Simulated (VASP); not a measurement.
# SnTe (R3m) in VASP: further runs

The runs below take SnTe through single point, with PBEsol.

Everything below comes from runs of VASP 6.6.1. Logs are shortened: lines on timing, memory, paths and dates and some standing lists are left out, and cuts for length are marked.

### 1 The cell of the first run

Symmetry: R3m, No. 160, trigonal system. The conventional cell has a = 4.464 Å, b = 4.464 Å, c = 10.934 Å, α = 90.00°, β = 90.00°, γ = 120.00°. Sn (site symmetry 3m) has 6 Te at 3.02 to 3.31 Å within 4.0 Å. Te (site symmetry 3m) has 6 Sn at 3.02 to 3.31 Å within 4.0 Å.

### 2 Single point, PBEsol (all Te atoms moved -0.250 Å, as atom 2 along Cartesian [1 1 1])

Contents of INCAR:

```
SYSTEM = SnTe
ALGO     = Normal         ! electronic algorithm
EDIFF    = 1E-6           ! SCF threshold, eV
ENCUT    = 520            ! plane-wave cutoff, eV
GGA      = PS             ! functional
ISIF     = 2              ! what is computed and relaxed
ISMEAR   = 0              ! smearing method
LASPH    = .TRUE.         ! aspherical terms in the spheres
LCHARG   = .TRUE.         ! write CHGCAR
LELF     = .TRUE.         ! ELF
LREAL    = .FALSE.        ! projectors in reciprocal space
LVHAR    = .TRUE.       
LWAVE    = .FALSE.        ! write WAVECAR
NBANDS   = 17             ! bands
NELM     = 60             ! most SCF steps
PREC     = Accurate       ! precision mode
SIGMA    = 0.03           ! smearing width, eV
```

Contents of KPOINTS:

```
k-points
0
G
  10 10 10
  0 0 0
```

Contents of POSCAR:

```
SnTe
1.0
    0.0000000000      3.1565000000      3.1565000000
    3.1565000000      0.0000000000      3.1565000000
    3.1565000000      3.1565000000      0.0000000000
Sn Te
1 1
Direct
    0.0000000000      0.0000000000      0.0000000000
    0.4771364538      0.4771364538      0.4771364538
```

Potentials or basis: VASP PAW PBE potentials, release 64 (Sn_d, Te).

On the command line:

```
$ cat potpaw_PBE.64/Sn_d/POTCAR potpaw_PBE.64/Te/POTCAR > POTCAR
$ mpirun -np 1 vasp_std > vasp.out
```

OUTCAR:

```text
SYSTEM = SnTe
   EDIFF = 1E-6
   ENCUT = 520
   GGA = PS
   ISIF = 2
   ISMEAR = 0
   LASPH = .TRUE.
   LREAL = .FALSE.
   NELM = 60
   PREC = Accurate

 ion  position               nearest neighbor table
   1  0.000  0.000  0.000-   2 3.02   2 3.02   2 3.02   2 3.31   2 3.31   2 3.31
   2  0.477  0.477  0.477-   1 3.02   1 3.02   1 3.02   1 3.31   1 3.31   1 3.31

  LATTYP: Found a face centered cubic cell.
 ALAT       =     6.3130000000

  Lattice vectors:

 A1 = (   0.0000000000,   3.1565000000,   3.1565000000)
 A2 = (   3.1565000000,   0.0000000000,   3.1565000000)
 A3 = (   3.1565000000,   3.1565000000,   0.0000000000)

Analysis of symmetry for initial positions (statically):
=====================================================================
 Subroutine PRICEL returns:
 Original cell was already a primitive cell.

 Routine SETGRP: Setting up the symmetry group for a
 face centered cubic supercell.

 Subroutine GETGRP returns: Found  6 space group operations
 (whereof  6 operations were pure point group operations)
 out of a pool of 48 trial point group operations.

The static configuration has the point symmetry C_3v.

Analysis of symmetry for dynamics (positions and initial velocities):
=====================================================================
 Subroutine PRICEL returns:
 Original cell was already a primitive cell.

 Routine SETGRP: Setting up the symmetry group for a
 face centered cubic supercell.

 Subroutine GETGRP returns: Found  6 space group operations
 (whereof  6 operations were pure point group operations)
 out of a pool of 48 trial point group operations.

The dynamic configuration has the point symmetry C_3v.

 Subroutine INISYM returns: Found  6 space group operations
 (whereof  6 operations are pure point group operations),
 and found     1 'primitive' translations

----------------------------------------------------------------------------------------

                                     Primitive cell

  volume of cell :      62.8995

  direct lattice vectors                    reciprocal lattice vectors
     0.000000000  3.156500000  3.156500000    -0.158403295  0.158403295  0.158403295
     3.156500000  0.000000000  3.156500000     0.158403295 -0.158403295  0.158403295
     3.156500000  3.156500000  0.000000000     0.158403295  0.158403295 -0.158403295

  length of vectors
     4.463965110  4.463965110  4.463965110     0.274362555  0.274362555  0.274362555

  position of ions in fractional coordinates (direct lattice)
     0.000000000  0.000000000  0.000000000
     0.477136454  0.477136454  0.477136454

  ion indices of the primitive-cell ions
   primitive index   ion index
                 1           1
                 2           2

----------------------------------------------------------------------------------------

 KPOINTS: k-points

Automatic generation of k-mesh.
 Grid dimensions read from file:
 generate k-points for:   10   10   10

 Generating k-lattice:

  Cartesian coordinates                     Fractional coordinates (reciprocal lattice)
    -0.015840329  0.015840329  0.015840329     0.100000000  0.000000000  0.000000000
     0.015840329 -0.015840329  0.015840329     0.000000000  0.100000000  0.000000000
     0.015840329  0.015840329 -0.015840329     0.000000000  0.000000000  0.100000000

  Length of vectors
     0.027436255  0.027436255  0.027436255

  Shift w.r.t. Gamma in fractional coordinates (k-lattice)
     0.000000000  0.000000000  0.000000000

 Subroutine IBZKPT returns following result:
 ===========================================

 Found    116 irreducible k-points:

 Following reciprocal coordinates:
            Coordinates               Weight
  0.000000  0.000000  0.000000      1.000000
  0.100000  0.000000  0.000000      6.000000
  0.100000  0.100000  0.100000      2.000000
  0.200000  0.000000  0.000000      6.000000
  0.200000  0.200000  0.200000      2.000000
  0.300000  0.000000  0.000000      6.000000
[... 16 lines left out ...]
  0.100000  0.100000 -0.400000      6.000000
  0.500000  0.400000  0.500000      6.000000
 [... further k-points ...]
   k-points           NKPTS =    116   k-points in BZ     NKDIM =    116   number of bands    NBANDS=     17
   number of dos      NEDOS =    301   number of ions     NIONS =      2
   total plane-waves  NPLWV =  46656
   dimension x,y,z NGX =    36 NGY =   36 NGZ =   36
   dimension x,y,z NGXF=    72 NGYF=   72 NGZF=   72
   ions per type =               1   1
   NGX,Y,Z   is equivalent  to a cutoff of  13.41, 13.41, 13.41 a.u.
   NGXF,Y,Z  is equivalent  to a cutoff of  26.81, 26.81, 26.81 a.u.
 SYSTEM =  SnTe
   PREC   = accura    normal or accurate (medium, high low for compatibility)
   ISTART =      0    job   : 0-new  1-cont  2-samecut
   ICHARG =      2    charge: 1-file 2-atom 10-const
   ISPIN  =      1    spin polarized calculation?
   LNONCOLLINEAR =      F non collinear calculations
   LSORBIT =      F    spin-orbit coupling
[... 99 lines left out ...]
      3     -14.9826      2.00000
      4     -14.9818      2.00000
      5     -14.9790      2.00000
      6      -5.7794      2.00000
[... 9 lines left out ...]
     16      12.3290      0.00000
     17      15.5491      0.00000

 k-point     5 :       0.2000    0.2000    0.2000
  band No.  band energies     occupation
      1     -14.9947      2.00000
      2     -14.9947      2.00000
      3     -14.9807      2.00000
      4     -14.9807      2.00000
      5     -14.9807      2.00000
      6      -5.7930      2.00000
[... 9 lines left out ...]
     16      12.3029      0.00000
     17      15.7325      0.00000

 k-point     6 :       0.3000    0.0000    0.0000
  band No.  band energies     occupation
      1     -14.9968      2.00000
      2     -14.9946      2.00000
      3     -14.9820      2.00000
      4     -14.9800      2.00000
      5     -14.9767      2.00000
      6      -5.4130      2.00000
[... 9 lines left out ...]
     16      13.1762      0.00000
     17      17.2645      0.00000

 k-point     7 :       0.3000    0.3000    0.3000
  band No.  band energies     occupation
      1     -14.9964      2.00000
      2     -14.9964      2.00000
      3     -14.9802      2.00000
      4     -14.9783      2.00000
      5     -14.9783      2.00000
      6      -5.4463      2.00000
[... 9 lines left out ...]
     16      13.2042      0.00000
     17      17.4272      0.00000

 k-point     8 :       0.4000    0.0000    0.0000
  band No.  band energies     occupation
      1     -14.9984      2.00000
      2     -14.9957      2.00000
      3     -14.9817      2.00000
      4     -14.9783      2.00000
      5     -14.9748      2.00000
      6      -5.0237      2.00000
[... 9 lines left out ...]
     16      14.3598      0.00000
     17      16.6131      0.00000
[... 203 lines left out ...]
      1     -14.9988      2.00000
      2     -14.9950      2.00000
      3     -14.9818      2.00000
      4     -14.9788      2.00000
      5     -14.9749      2.00000
      6      -5.0923      2.00000
[... 9 lines left out ...]
     16      14.7544      0.00000
     17      16.5694      0.00000

 k-point    20 :       0.1000    0.1000   -0.3000
  band No.  band energies     occupation
      1     -14.9997      2.00000
      2     -14.9940      2.00000
      3     -14.9820      2.00000
      4     -14.9779      2.00000
      5     -14.9757      2.00000
      6      -5.0869      2.00000
[... 9 lines left out ...]
     16      14.6732      0.00000
     17      16.4900      0.00000

 k-point    21 :       0.4000    0.3000    0.4000
  band No.  band energies     occupation
      1     -14.9992      2.00000
      2     -14.9960      2.00000
      3     -14.9803      2.00000
      4     -14.9773      2.00000
      5     -14.9761      2.00000
      6      -5.1399      2.00000
[... 9 lines left out ...]
     16      14.8218      0.00000
     17      16.7352      0.00000

 k-point    22 :       0.5000    0.1000    0.0000
  band No.  band energies     occupation
      1     -14.9994      2.00000
      2     -14.9960      2.00000
      3     -14.9812      2.00000
      4     -14.9779      2.00000
      5     -14.9740      2.00000
      6      -4.8138      2.00000
[... 9 lines left out ...]
     16      15.5224      0.00000
     17      15.8332      0.00000

 k-point    23 :       0.1000    0.1000   -0.4000
  band No.  band energies     occupation
      1     -15.0001      2.00000
      2     -14.9953      2.00000
      3     -14.9813      2.00000
      4     -14.9772      2.00000
      5     -14.9746      2.00000
      6      -4.8135      2.00000
[... 9 lines left out ...]
     16      15.4757      0.00000
     17      15.6856      0.00000

 k-point    24 :       0.5000    0.4000    0.5000
  band No.  band energies     occupation
      1     -14.9995      2.00000
      2     -14.9973      2.00000
      3     -14.9795      2.00000
      4     -14.9763      2.00000
      5     -14.9754      2.00000
      6      -4.8885      2.00000
[... 9 lines left out ...]
     16      15.5967      0.00000
     17      15.9684      0.00000

 [... further k-points ...]

------------------------ aborting loop because EDIFF is reached ----------------------------------------

  FORCE on cell =-STRESS in cart. coord.  units (eV):
  Direction    XX          YY          ZZ          XY          YZ          ZX
  --------------------------------------------------------------------------------------
  -------------------------------------------------------------------------------------
  Total        0.1023377      0.1023377      0.1023377      0.0697398      0.0697398      0.0697398
  in kB        2.6067472      2.6067472      2.6067472      1.7764134      1.7764134      1.7764134
  external PRESSURE =       2.6067472 kB  Pullay stress =       0.0000000 kB

 VOLUME and BASIS-vectors are now :
 -----------------------------------------------------------------------------
  energy-cutoff  :      520.00
  volume of cell :       62.90
      direct lattice vectors                 reciprocal lattice vectors
     0.000000000  3.156500000  3.156500000    -0.158403295  0.158403295  0.158403295
     3.156500000  0.000000000  3.156500000     0.158403295 -0.158403295  0.158403295
     3.156500000  3.156500000  0.000000000     0.158403295  0.158403295 -0.158403295

 POSITION                                       TOTAL-FORCE (eV/Angst)
 -----------------------------------------------------------------------------------
      0.00000      0.00000      0.00000        -0.130977     -0.130977     -0.130977
      3.01216      3.01216      3.01216         0.130977      0.130977      0.130977
 -----------------------------------------------------------------------------------
    total drift:                                0.000050      0.000050      0.000050

  FREE ENERGIE OF THE ION-ELECTRON SYSTEM (eV)
  ---------------------------------------------------
  free  energy   TOTEN  =        -8.3213662592 eV

  energy  without entropy=       -8.3213662592  energy(sigma->0) =       -8.32136626
```

It took 42 s on 1 thread of Intel Xeon 6975P-C (Granite Rapids), shared host; peak memory 0.29 GiB.

What came out:

```yaml
Free_energy: -8.3214 eV
Pressure: 0.3 GPa
Largest_force: 0.227 eV/Å
Band_gap_on_the_k_mesh: 0.29 eV
```

Forces in eV/Å, atoms in the order of the input:
```
Sn  -0.131 -0.131 -0.131
Te   0.131  0.131  0.131
```

Levels at points of the mesh, in eV from the valence-band top:
| k point | band 7 | band 8 | band 9 | band 10 | band 11 | band 12 | band 13 | band 14 |
| --- | --- | --- | --- | --- | --- | --- | --- | --- |
| (0.00, 0.00, 0.00) | -4.55 | -2.06 | -2.06 | -1.88 | 3.01 | 3.35 | 3.35 | 5.00 |
| (0.50, 0.00, 0.00) | -8.20 | -1.90 | -1.75 | 0.00 | 0.29 | 0.77 | 0.78 | 7.70 |
| (0.50, 0.50, 0.50) | -8.01 | -1.78 | -1.78 | -0.42 | 0.58 | 0.58 | 0.71 | 7.47 |
| (0.50, 0.50, 0.00) | -6.57 | -5.20 | -3.65 | -3.47 | 2.04 | 5.10 | 5.29 | 6.50 |

Caveat: the cell differs from its parent crystal (all Te atoms moved -0.250 Å, as atom 2 along Cartesian [1 1 1]); semilocal functionals underestimate gaps, and a narrow one can read as zero; the PAW data sets were made with another functional, which shifts forces and pressure a little; spin-orbit coupling is left out, which moves the levels of the heavy elements. A k mesh can miss the band edges.

### 3 Single point, PBEsol (all Te atoms moved +0.438 Å, as atom 2 along Cartesian [1 1 1])

Contents of INCAR:

```
SYSTEM = SnTe
  ALGO = Normal
  EDIFF = 1E-6
  ENCUT = 520
  GGA = PS
  ISIF = 2
  ISMEAR = 0
  LASPH = .TRUE.
  LCHARG = .FALSE.
  LREAL = .FALSE.
  LWAVE = .FALSE.
  NBANDS = 17
  NELM = 80
  PREC = Accurate
  SIGMA = 0.03
```

KPOINTS is that of step 2.

Changes to POSCAR since step 2:

```diff
@@ -9,2 +9,2 @@
     0.0000000000      0.0000000000      0.0000000000
-    0.4771364538      0.4771364538      0.4771364538
+    0.5400112059      0.5400112059      0.5400112059
```

Potentials or basis: VASP PAW PBE potentials, release 64 (Sn_d, Te).

On the command line:

```
$ cat potpaw_PBE.64/Sn_d/POTCAR potpaw_PBE.64/Te/POTCAR > POTCAR
$ mpirun -np 1 vasp_std > vasp.out
```

Run time: 43 s. Hardware: 1 thread of Intel Xeon 6975P-C (Granite Rapids), shared host; peak memory 0.29 GiB.

It converged, with:

```
Free energy            : -8.2307 eV
Pressure               : 1.9 GPa
Largest force          : 0.788 eV/Å
Band gap on the k mesh : 0.44 eV
```

Forces on the atoms (eV/Å):
```
Sn   0.455  0.455  0.455
Te  -0.455 -0.455 -0.455
```

Stress tensor (GPa, compression positive):
```
1.91 0.12 0.12
0.12 1.91 0.12
0.12 0.12 1.91
```

Levels at points of the mesh, in eV from the valence-band top:
```tsv
k point	band 6	band 7	band 8	band 9	band 10	band 11	band 12	band 13	band 14	band 15
(0.00, 0.00, 0.00)	-12.75	-4.38	-2.12	-2.12	-1.60	2.54	3.25	3.25	5.31	5.31
(0.50, 0.00, 0.00)	-11.47	-8.17	-2.20	-1.81	0.00	0.44	1.30	1.32	7.58	8.71
(0.50, 0.50, 0.50)	-11.68	-7.62	-1.93	-1.93	-0.80	0.79	0.79	1.20	7.17	9.13
(0.50, 0.50, 0.00)	-11.19	-6.82	-4.82	-3.69	-3.18	1.77	5.31	5.80	6.64	9.22
```

Caveat: the cell differs from its parent crystal (all Te atoms moved +0.438 Å, as atom 2 along Cartesian [1 1 1]); semilocal functionals underestimate gaps, and a narrow one can read as zero; the PAW data sets were made with another functional, which shifts forces and pressure a little; spin-orbit coupling is left out, which moves the levels of the heavy elements. A k mesh can miss the band edges.

### 4 Single point, PBEsol (all Te atoms moved +0.312 Å, as atom 2 along Cartesian [1 1 1])

Contents of INCAR:

```
SYSTEM = SnTe
PREC = Accurate
ENCUT = 520
EDIFF = 1E-6
ISMEAR = 0
SIGMA = 0.03
LREAL = .FALSE.
LASPH = .TRUE.
NELM = 60
ALGO = Normal
ISIF = 2
LWAVE = .FALSE.
LCHARG = .FALSE.
GGA = PS
NBANDS = 17
```

Contents of KPOINTS:

```
Automatic mesh
0
G
  10 10 10
  0 0 0
```

Changes to POSCAR since step 3:

```diff
@@ -9,2 +9,2 @@
     0.0000000000      0.0000000000      0.0000000000
-    0.5400112059      0.5400112059      0.5400112059
+    0.5285794328      0.5285794328      0.5285794328
```

On the command line:

```
$ cat potpaw_PBE.64/Sn_d/POTCAR potpaw_PBE.64/Te/POTCAR > POTCAR
$ mpirun -np 1 vasp_std > vasp.out
```

It took 44 s on 1 thread of Intel Xeon 6975P-C (Granite Rapids), shared host; peak memory 0.29 GiB.

The run converged. Its results:

* Free energy: -8.3026 eV
* Pressure: 0.7 GPa
* Largest force: 0.381 eV/Å
* Band gap on the k mesh: 0.34 eV

Forces on the atoms (eV/Å):
```
Sn   0.220  0.220  0.220
Te  -0.220 -0.220 -0.220
```

Stress tensor (GPa, compression positive):
```
0.71 0.21 0.21
0.21 0.71 0.21
0.21 0.21 0.71
```

Levels at points of the mesh, in eV from the valence-band top:
| k point | band 8 | band 9 | band 10 | band 11 | band 12 | band 13 |
| --- | --- | --- | --- | --- | --- | --- |
| (0.00, 0.00, 0.00) | -2.07 | -2.07 | -1.80 | 2.86 | 3.32 | 3.32 |
| (0.50, 0.00, 0.00) | -1.99 | -1.77 | 0.00 | 0.34 | 0.93 | 0.95 |
| (0.50, 0.50, 0.50) | -1.82 | -1.82 | -0.54 | 0.65 | 0.65 | 0.88 |
| (0.50, 0.50, 0.00) | -5.08 | -3.66 | -3.39 | 1.97 | 5.16 | 5.44 |

Caveat: the cell differs from its parent crystal (all Te atoms moved +0.312 Å, as atom 2 along Cartesian [1 1 1]); semilocal functionals underestimate gaps, and a narrow one can read as zero; the PAW data sets were made with another functional, which shifts forces and pressure a little; spin-orbit coupling is left out, which moves the levels of the heavy elements.

### 5 Single point, PBEsol (all Te atoms moved +0.188 Å, as atom 2 along Cartesian [1 1 1])

Contents of INCAR:

```
SYSTEM = SnTe
  PREC = Accurate
  ENCUT = 520
  EDIFF = 1E-6
  ISMEAR = 0
  SIGMA = 0.03
  LREAL = .False.
  LASPH = .True.
  NELM = 60
  ALGO = Normal
  ISIF = 2
  LWAVE = .False.
  LCHARG = .False.
  GGA = PS
  NBANDS = 17
```

Contents of KPOINTS:

```
Automatic mesh
0
Gamma
  10 10 10
  0 0 0
```

Changes to POSCAR since step 4:

```diff
@@ -9,2 +9,2 @@
     0.0000000000      0.0000000000      0.0000000000
-    0.5285794328      0.5285794328      0.5285794328
+    0.5171476597      0.5171476597      0.5171476597
```

On the command line:

```
$ cat potpaw_PBE.64/Sn_d/POTCAR potpaw_PBE.64/Te/POTCAR > POTCAR
$ mpirun -np 1 vasp_std > vasp.out
```

It took 40 s on 1 thread of Intel Xeon 6975P-C (Granite Rapids), shared host; peak memory 0.28 GiB.

Results (log left out):

| Item | Value |
| --- | --- |
| Free energy | -8.3318 eV |
| Pressure | -0.1 GPa |
| Largest force | 0.113 eV/Å |
| Band gap on the k mesh | 0.24 eV |

Forces in eV/Å, atoms in the order of the input:
```
Sn   0.065  0.065  0.065
Te  -0.065 -0.065 -0.065
```

Stress tensor (GPa, compression positive):
```
-0.10  0.12  0.12
 0.12 -0.10  0.12
 0.12  0.12 -0.10
```

Levels at points of the mesh, in eV from the valence-band top:
```tsv
k point	band 8	band 9	band 10	band 11	band 12	band 13
(0.00, 0.00, 0.00)	-2.05	-2.05	-1.95	3.15	3.37	3.37
(0.50, 0.00, 0.00)	-1.82	-1.73	0.00	0.24	0.63	0.64
(0.50, 0.50, 0.50)	-1.75	-1.75	-0.30	0.52	0.52	0.55
(0.50, 0.50, 0.00)	-5.32	-3.65	-3.55	2.11	5.04	5.15
```

Caveat: the cell differs from its parent crystal (all Te atoms moved +0.188 Å, as atom 2 along Cartesian [1 1 1]); semilocal functionals underestimate gaps, and a narrow one can read as zero; the PAW data sets were made with another functional, which shifts forces and pressure a little; spin-orbit coupling is left out, which moves the levels of the heavy elements.

### 6 Summary

```tsv
cell	gap on the mesh (eV)	pressure (GPa)	largest force (eV/Å)
as given, atomic positions A	0.29	0.3	0.23
as given, atomic positions B	0.44	1.9	0.79
as given, atomic positions C	0.34	0.7	0.38
as given, atomic positions D	0.24	-0.1	0.11
```

Alike in all rows: task single point; level PBEsol; potentials or basis VASP PAW PBE potentials, release 64 (Sn_d, Te); no spin polarisation; k mesh 10 × 10 × 10; cutoff (eV) 520; smearing gaussian 0.03 eV.

Caveats: semilocal functionals underestimate gaps, and a narrow one can read as zero; the PAW data sets were made with another functional, which shifts forces and pressure a little; spin-orbit coupling is left out, which moves the levels of the heavy elements.

Absolute energies hang on the potentials; compare differences alone.
